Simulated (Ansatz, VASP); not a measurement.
AlN in VASP and in Ansatz

POSCAR

```
AlN
1.0
    0.0000000000      2.2176741356      2.1521271168
    2.2176741356      0.0000000000      2.1521271168
    2.2176741356      2.2176741356      0.0000000000
Al N
1 1
Direct
    0.0000000000      0.0000000000      0.0000000000
    0.7500000000      0.7500000000      0.7500000000
```

File INCAR.step1:

```
SYSTEM = AlN
PREC = Accurate
ENCUT = 520
ISMEAR = 0
SIGMA = 0.05
LREAL = .False.
LASPH = .True.
NELM = 60
NBANDS = 11
GGA = PE
ALGO = Normal
EDIFF = 1E-4
LWAVE = .True.
LCHARG = .False.
```

INCAR.step2

```
SYSTEM = AlN
PREC = Accurate
ENCUT = 520
EDIFF = 1E-6
ISMEAR = 0
SIGMA = 0.05
LREAL = .False.
LASPH = .True.
NELM = 60
ALGO = Normal
ISIF = 2
LWAVE = .False.
LCHARG = .True.
METAGGA = R2SCAN
LMIXTAU = .True.
LELF = .True.
LVHAR = .True.
NBANDS = 11
ISTART = 1
```

File KPOINTS:

```
regular mesh
0
Gamma
  10 10 10
  0 0 0
```

Input for Ansatz:

```yaml
crystal:
  lattice:
    - [0.0, 2.2176741356, 2.1521271168]
    - [2.2176741356, 0.0, 2.1521271168]
    - [2.2176741356, 2.2176741356, 0.0]
  atoms:
    - { symbol: Al, position: [0.0, 0.0, 0.0] }
    - { symbol: "N", position: [0.75, 0.75, 0.75] }
basis:
  ecutwfc: 500
kpoints:
  mp_grid: { grid: [10, 10, 10] }
hamiltonian:
  xc: r2scan
scf:
  occupations: { method: gaussian, width: 0.05 }
output:
  forces: true
  stress: true
  eigenvalues: true
```

Change from the starting cell: strain +0.015 along x and y, -0.015 along z, atoms carried along.

Alike in both runs: task single point; functional r2SCAN; k mesh 10 × 10 × 10; occupations gaussian, width 0.05 eV; no spin polarisation.

|  | VASP | Ansatz |
| --- | --- | --- |
| version | VASP 6.6.1 | Ansatz 0.2.0 |
| potentials or method | VASP PAW PBE potentials, release 64 (Al, N), cutoff 520 eV | scalar-relativistic, plane waves, PAW |
| valence electrons in the cell | 8 | 8 |

```csv
,VASP,Ansatz,Ansatz less VASP
gap on the k mesh at the Fermi level (eV),3.76,3.76,+0.007
least direct gap on the mesh (eV),4.66,4.62,-0.038
pressure (GPa),-3.5,-3.1,+0.40
"traceless stress, the component that is largest in VASP (GPa)",2.70,2.70,-0.005
```

VASP's potentials were made for PBE, not for r2SCAN.
